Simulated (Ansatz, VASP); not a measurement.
Ge in VASP and in Ansatz

Contents of INCAR:

```
SYSTEM = Ge
  PREC = Accurate
  ENCUT = 520
  EDIFF = 1E-6
  ISMEAR = 0
  SIGMA = 0.15
  LREAL = .False.
  LASPH = .True.
  NELM = 80
  ALGO = Normal
  ISIF = 2
  LWAVE = .False.
  LCHARG = .True.
  GGA = PS
  LELF = .True.
  LVHAR = .True.
  NBANDS = 13
```

KPOINTS

```
Automatic mesh
0
Gamma
  20 20 18
  0 0 0
```

The input POSCAR:

```
Ge
1.0
    1.3272915500     -2.4704902000      0.0000000000
    1.3272915500      2.4704902000      0.0000000000
    0.0000000000      0.0000000000      2.7656867750
Ge
1
Direct
    0.5000000000      0.5000000000      0.0000000000
```

Input for Ansatz:

```yaml
crystal:
  lattice:
    - [1.32729155, -2.4704902, 0.0]
    - [1.32729155, 2.4704902, 0.0]
    - [0.0, 0.0, 2.765686775]
  atoms:
    - { symbol: Ge, position: [0.5, 0.5, 0.0] }
basis:
  ecutwfc: 420
kpoints:
  mp_grid: { grid: [20, 20, 18] }
hamiltonian:
  xc: pbesol
scf:
  occupations: { method: gaussian, width: 0.15 }
output:
  forces: true
  stress: true
  eigenvalues: true
  write_density: true
  write_potential: true
  elf: true
  volumetric_format: npy
```

Change from the starting cell: strain -0.050 along x and y, +0.025 along z, atoms carried along.

Alike in both runs: task single point; functional PBEsol; k mesh 20 × 20 × 18; occupations gaussian, width 0.15 eV; no spin polarisation.

|  | VASP | Ansatz |
| --- | --- | --- |
| version | VASP 6.6.1 | Ansatz 0.2.0 |
| potentials or method | VASP PAW PBE potentials, release 64 (Ge_d), cutoff 520 eV | scalar-relativistic, plane waves, PAW |
| valence electrons in the cell | 14 | 14 |

Ansatz gave:

```
gap on the k mesh at the Fermi level (eV)                     : none
pressure (GPa)                                                : 2.2
traceless stress, the component that is largest in VASP (GPa) : -9.13
```

Estimate VASP's values.

gap on the k mesh at the Fermi level (eV): none; pressure (GPa): 2.2; traceless stress, the component that is largest in VASP (GPa): -9.15.

VASP's potentials were made for PBE, not for PBEsol. A gap of «none» marks a metal or a gap that the smearing closes.
